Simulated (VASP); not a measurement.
The system is Si.

```
CELL_PARAMETERS angstrom
-3.33608 3.33608 3.33608
3.33608 -3.33608 3.33608
3.33608 3.33608 -3.33608
ATOMIC_POSITIONS crystal
Si 0.75000 0.25000 0.50000
Si 0.75000 0.50000 0.25000
Si 0.50000 0.25000 0.75000
Si 0.25000 0.50000 0.75000
Si 0.25000 0.75000 0.50000
Si 0.50000 0.75000 0.25000
```

Program: VASP 6.6.1. Alike in all runs: task single point; level PBE; potentials or basis VASP PAW PBE potentials, release 64 (Si); no spin polarisation; cell as given; cutoff (eV) 520; smearing fermi-dirac 0.1 eV. Hardware: 1 thread of Intel(R) Xeon(R) Platinum 8375C CPU @ 2.90GHz (Ice Lake), on a shared host.

Task: Order these runs on this cell by their wall time, lowest first.
A. k mesh 4 × 4 × 4
B. k mesh 2 × 2 × 2
C. k mesh 6 × 6 × 6

Result: B (12 s), A (26 s), C (65 s).

Caveats: some runs use coarse meshes.
